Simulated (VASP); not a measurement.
# ZrS2 (P-3m1) in VASP: further runs

Runs on ZrS2. Level: PBEsol. Tasks: relaxation of the atoms.

Program: VASP 6.6.1. These are calculated values, not measurements. Logs are shortened: lines on timing, memory, paths and dates and some standing lists are left out, and cuts for length are marked.

### 1 The cell of the first run

It takes space group P-3m1 (No. 164, trigonal). The conventional cell has a = 3.627 Å, b = 3.627 Å, c = 5.769 Å, α = 90.00°, β = 90.00°, γ = 120.00°. Zr (site symmetry -3m) has 6 S at 2.54 Å within 3.4 Å. Within 3.4 Å of S (site symmetry 3m) lie 3 Zr at 2.54 Å.

### 2 Relaxation of the atoms, PBEsol (strain along c alone, the other axes held: -2.0 %)

Input file INCAR:

```
SYSTEM = ZrS2
PREC = Accurate
ENCUT = 450
EDIFF = 1E-7
ISMEAR = 0
SIGMA = 0.02
LREAL = .FALSE.
LASPH = .TRUE.
NELM = 120
ALGO = Normal
ISIF = 2
LWAVE = .FALSE.
LCHARG = .FALSE.
GGA = PS
IBRION = 2
NSW = 60
EDIFFG = -0.008
GGA_COMPAT = .FALSE.
NELMIN = 4
```

Input file KPOINTS:

```
regular mesh
0
G
  12 12 6
  0 0 0
```

Input file POSCAR:

```
ZrS2
1.0
    3.6273720858      0.0000000000      0.0000000000
   -1.8136860429      3.1413963753      0.0000000000
    0.0000000000      0.0000000000      5.7690259410
Zr S
1 2
Direct
    0.0000000000      0.0000000000      0.0000000000
    0.6666666667      0.3333333333      0.7508522604
    0.3333333333      0.6666666667      0.2491477396
```

Potentials or basis: VASP PAW PBE potentials, release 64 (Zr_sv, S).

Command:

```bash
$ cat potpaw_PBE.64/Zr_sv/POTCAR potpaw_PBE.64/S/POTCAR > POTCAR
$ mpirun -np 1 vasp_std > vasp.out
```

OUTCAR:

```text
SYSTEM = ZrS2
   PREC = Accurate
   ENCUT = 450
   EDIFF = 1E-7
   ISMEAR = 0
   LREAL = .FALSE.
   LASPH = .TRUE.
   NELM = 120
   ISIF = 2
   GGA = PS
   IBRION = 2
   NSW = 60
   EDIFFG = -0.008
   NELMIN = 4

 ion  position               nearest neighbor table
   1  0.000  0.000  0.000-   2 2.54   3 2.54   2 2.54   3 2.54   2 2.54   3 2.54
   2  0.667  0.333  0.751-   1 2.54   1 2.54   1 2.54
   3  0.333  0.667  0.249-   1 2.54   1 2.54   1 2.54

  LATTYP: Found a hexagonal cell.
 ALAT       =     3.6273720858
 C/A-ratio  =     1.5904147147

  Lattice vectors:

 A1 = (   3.6273720858,   0.0000000000,   0.0000000000)
 A2 = (  -1.8136860429,   3.1413963753,   0.0000000000)
 A3 = (   0.0000000000,   0.0000000000,   5.7690259410)

Analysis of symmetry for initial positions (statically):
=====================================================================
 Subroutine PRICEL returns:
 Original cell was already a primitive cell.

 Routine SETGRP: Setting up the symmetry group for a
 hexagonal supercell.

 Subroutine GETGRP returns: Found 12 space group operations
 (whereof 12 operations were pure point group operations)
 out of a pool of 24 trial point group operations.

The static configuration has the point symmetry D_3d.

Analysis of symmetry for dynamics (positions and initial velocities):
=====================================================================
 Subroutine PRICEL returns:
 Original cell was already a primitive cell.

 Routine SETGRP: Setting up the symmetry group for a
 hexagonal supercell.

 Subroutine GETGRP returns: Found 12 space group operations
 (whereof 12 operations were pure point group operations)
 out of a pool of 24 trial point group operations.

The dynamic configuration has the point symmetry D_3d.

 Subroutine INISYM returns: Found 12 space group operations
 (whereof 12 operations are pure point group operations),
 and found     1 'primitive' translations

----------------------------------------------------------------------------------------

                                     Primitive cell

  volume of cell :      65.7381

  direct lattice vectors                    reciprocal lattice vectors
     3.627372086  0.000000000  0.000000000     0.275681672  0.159164887  0.000000000
    -1.813686043  3.141396375  0.000000000     0.000000000  0.318329775  0.000000000
     0.000000000  0.000000000  5.769025941     0.000000000  0.000000000  0.173339488

  length of vectors
     3.627372086  3.627372086  5.769025941     0.318329775  0.318329775  0.173339488

  position of ions in fractional coordinates (direct lattice)
     0.000000000  0.000000000  0.000000000
     0.666666667  0.333333333  0.750852260
     0.333333333  0.666666667  0.249147740

  ion indices of the primitive-cell ions
   primitive index   ion index
                 1           1
                 2           2
                 3           3

----------------------------------------------------------------------------------------

 KPOINTS: regular mesh

Automatic generation of k-mesh.
 Grid dimensions read from file:
 generate k-points for:   12   12    6

 Generating k-lattice:

  Cartesian coordinates                     Fractional coordinates (reciprocal lattice)
     0.022973473  0.013263741  0.000000000     0.083333333 -0.000000000  0.000000000
     0.000000000  0.026527481  0.000000000     0.000000000  0.083333333  0.000000000
     0.000000000  0.000000000  0.028889915     0.000000000  0.000000000  0.166666667

  Length of vectors
     0.026527481  0.026527481  0.028889915

  Shift w.r.t. Gamma in fractional coordinates (k-lattice)
     0.000000000  0.000000000  0.000000000

 Subroutine IBZKPT returns following result:
 ===========================================

 Found    100 irreducible k-points:

 Following reciprocal coordinates:
            Coordinates               Weight
  0.000000  0.000000  0.000000      1.000000
  0.083333  0.000000  0.000000      6.000000
  0.166667  0.000000  0.000000      6.000000
  0.250000  0.000000  0.000000      6.000000
  0.333333  0.000000  0.000000      6.000000
  0.416667  0.000000  0.000000      6.000000
[... 16 lines left out ...]
  0.166667  0.000000  0.166667      6.000000
  0.000000  0.166667  0.166667      6.000000
 [... further k-points ...]
   k-points           NKPTS =    100   k-points in BZ     NKDIM =    100   number of bands    NBANDS=     16
   number of dos      NEDOS =    301   number of ions     NIONS =      3
   total plane-waves  NPLWV =  31360
   dimension x,y,z NGX =    28 NGY =   28 NGZ =   40
   dimension x,y,z NGXF=    56 NGYF=   56 NGZF=   80
   ions per type =               1   2
   NGX,Y,Z   is equivalent  to a cutoff of  12.83, 12.83, 11.53 a.u.
   NGXF,Y,Z  is equivalent  to a cutoff of  25.67, 25.67, 23.05 a.u.
 SYSTEM =  ZrS2
   PREC   = accura    normal or accurate (medium, high low for compatibility)
   ISTART =      0    job   : 0-new  1-cont  2-samecut
   ICHARG =      2    charge: 1-file 2-atom 10-const
   ISPIN  =      1    spin polarized calculation?
   LNONCOLLINEAR =      F non collinear calculations
   LSORBIT =      F    spin-orbit coupling
   LASPH  =      T    aspherical Exc in radial PAW
   ENCUT  =  450.0 eV  33.07 Ry    5.75 a.u.   6.27  6.27  9.98*2*pi/ulx,y,z
   NELM   =    120;   NELMIN=  4; NELMDL= -5     # of ELM steps
   EDIFF  = 0.1E-06   stopping-criterion for ELM
   LREAL  =      F    real-space projection
   EDIFFG = -.8E-02   stopping-criterion for IOM
   NSW    =     60    number of steps for IOM
   IBRION =      2    ionic relax: 0-MD 1-quasi-New 2-CG
   NFREE  =      1    steps in history (QN), initial steepest desc. (CG)
   ISIF   =      2    stress and relaxation
   ISYM   =      2    0-nonsym 1-usesym 2-fastsym
   POTIM  = 0.5000    time-step for ionic-motion
   TEBEG  =    0.0;   TEEND  =   0.0 temperature during run
   PSTRESS=    0.0 pullay stress
   NELECT =      24.0000    total number of electrons
   NUPDOWN=      -1.0000    fix difference up-down
   EMIN   =  10.00;   EMAX   =-10.00  energy-range for DOS
   EFERMI =   0.00;   METHOD = LEGACY
   ISMEAR =     0;   SIGMA  =   0.02  broadening in eV -4-tet -1-fermi 0-gaus
   EFERMI_NEDOS =   21; number of points for ismear=-14 and -15
   IALGO  =     38    algorithm
   IMIX   =      4    mixing-type and parameters
     AMIX     =   0.40;   BMIX     =  1.00
     AMIX_MAG =   1.60;   BMIX_MAG =  1.00
  volume/ion in A,a.u.               =      21.91       147.87
  Fermi-wavevector in a.u.,A,eV,Ry     =   1.170055  2.211083 18.626754  1.369028
  Thomas-Fermi vector in A             =   2.306519
   LORBIT       =      0    0 simple, 1 ext, 2 COOP (PROOUT), +10 PAW based schemes
   GGA     = PS    functional components
   LHFCALC =     F    Hartree Fock is set to
   AEXX    =    0.0000 exact exchange contribution
   IVDW    =     0    specifies the selected vdW correction
   LEPSILON=     F    determine dielectric tensor
   LRPA    =     F    only Hartree local field effects (RPA)
 conjugate gradient relaxation of ions
 non-spin polarized calculation
 Gauss-broadening in eV      SIGMA  =   0.02
  energy-cutoff  :      450.00
  volume of cell :       65.74
 maximum number of plane-waves:      1448
 NGX is ok and might be reduce to    28
   NGX = 13   NGY = 13   NGZ = 19

--------------------------------------- Ionic step        1  -------------------------------------------

 number of electron      24.0000000 magnetization

 Free energy of the ion-electron system (eV)
  ---------------------------------------------------
  ext. energy  EPLUGINS =         0.00000000
  ---------------------------------------------------
  free energy    TOTEN  =       -22.55517457 eV

  energy without entropy =      -22.55517457  energy(sigma->0) =      -22.55517457

------------------------ aborting loop because EDIFF is reached ----------------------------------------

  FORCE on cell =-STRESS in cart. coord.  units (eV):
  Direction    XX          YY          ZZ          XY          YZ          ZX
  --------------------------------------------------------------------------------------
  -------------------------------------------------------------------------------------
  Total        0.3377409      0.3377409      0.6881230      0.0000000     -0.0000000      0.0000000
  in kB        8.2314613      8.2314613     16.7710139      0.0000000     -0.0000000      0.0000000
  external PRESSURE =      11.0779789 kB  Pullay stress =       0.0000000 kB
[... 59 lines left out ...]
  energy  without entropy=      -22.5574119633  energy(sigma->0) =      -22.55741196

--------------------------------------- Ionic step        3  -------------------------------------------

 number of electron      24.0000001 magnetization

 Free energy of the ion-electron system (eV)
  ---------------------------------------------------
  ext. energy  EPLUGINS =         0.00000000
  ---------------------------------------------------
  free energy    TOTEN  =       -22.55792336 eV

  energy without entropy =      -22.55792336  energy(sigma->0) =      -22.55792336

 E-fermi :   5.2125     XC(G=0):  -9.9726

 val. band max:        5.0686181424   @ k =   0.0000   0.0000   0.0000
 cond. band min:       5.7352651520   @ k =   0.5000   0.0000   0.5000
 fundamental gap:      0.6666470095
 Fermi energy:         5.2125144364

 k-point     1 :       0.0000    0.0000    0.0000
  band No.  band energies     occupation
      1     -43.8302      2.00000
      2     -21.9523      2.00000
      3     -21.7801      2.00000
      4     -21.7801      2.00000
      5      -7.8898      2.00000
      6      -6.2577      2.00000
[... 8 lines left out ...]
     15       7.2201      0.00000
     16       9.8575      0.00000
[... 420 lines left out ...]
  band No.  band energies     occupation
      1     -43.8245      2.00000
      2     -21.9357      2.00000
      3     -21.8574      2.00000
      4     -21.7966      2.00000
      5      -7.5446      2.00000
      6      -6.4096      2.00000
[... 8 lines left out ...]
     15       7.7968      0.00000
     16       9.5544      0.00000

 [... further k-points ...]

------------------------ aborting loop because EDIFF is reached ----------------------------------------

  FORCE on cell =-STRESS in cart. coord.  units (eV):
  Direction    XX          YY          ZZ          XY          YZ          ZX
  --------------------------------------------------------------------------------------
  -------------------------------------------------------------------------------------
  Total        0.0250266      0.0250266      0.2132490      0.0000000      0.0000000      0.0000000
  in kB        0.6099521      0.6099521      5.1973286      0.0000000      0.0000000      0.0000000
  external PRESSURE =       2.1390776 kB  Pullay stress =       0.0000000 kB
[... 18 lines left out ...]
  FREE ENERGIE OF THE ION-ELECTRON SYSTEM (eV)
  ---------------------------------------------------
  free  energy   TOTEN  =       -22.5579233613 eV

  energy  without entropy=      -22.5579233613  energy(sigma->0) =      -22.55792336

 reached required accuracy - stopping structural energy minimisation
```

Wall time 2.6 min (1 thread of Intel Xeon Platinum 8375C at 2.90GHz (Ice Lake), shared host); peak memory 0.23 GiB.

Results:

| Item | Value |
| --- | --- |
| Free energy | -22.5579 eV |
| Energy gained by relaxing | 0.9 meV/atom |
| Ionic steps | 3 |
| Pressure after relaxing | 0.2 GPa |
| Band gap on the k mesh | 0.67 eV (least direct gap 1.43 eV) |

The path:
```csv
step,energy change (eV),largest force (eV/Å),pressure (GPa)
1,0.0000,0.1802,1.11
2,-0.0022,0.0777,0.60
3,-0.0027,0.0004,0.21
```

Final structure:
```
CELL_PARAMETERS angstrom
3.62737 0.00000 0.00000
-1.81369 3.14140 0.00000
0.00000 0.00000 5.76903
ATOMIC_POSITIONS crystal
Zr 0.00000 0.00000 0.00000
S 0.66667 0.33333 0.74820
S 0.33333 0.66667 0.25180
```

Caveat: the cell differs from its parent crystal (strain along c alone, the other axes held: -2.0 %); semilocal functionals underestimate gaps, and a narrow one can read as zero; the PAW data sets were made with another functional, which shifts forces and pressure a little; this functional lacks dispersion, which binds layers or chains, so the pressure and a relaxed spacing across them are unreliable. A k mesh can miss the band edges.

(Continued in part 2 of 2.)
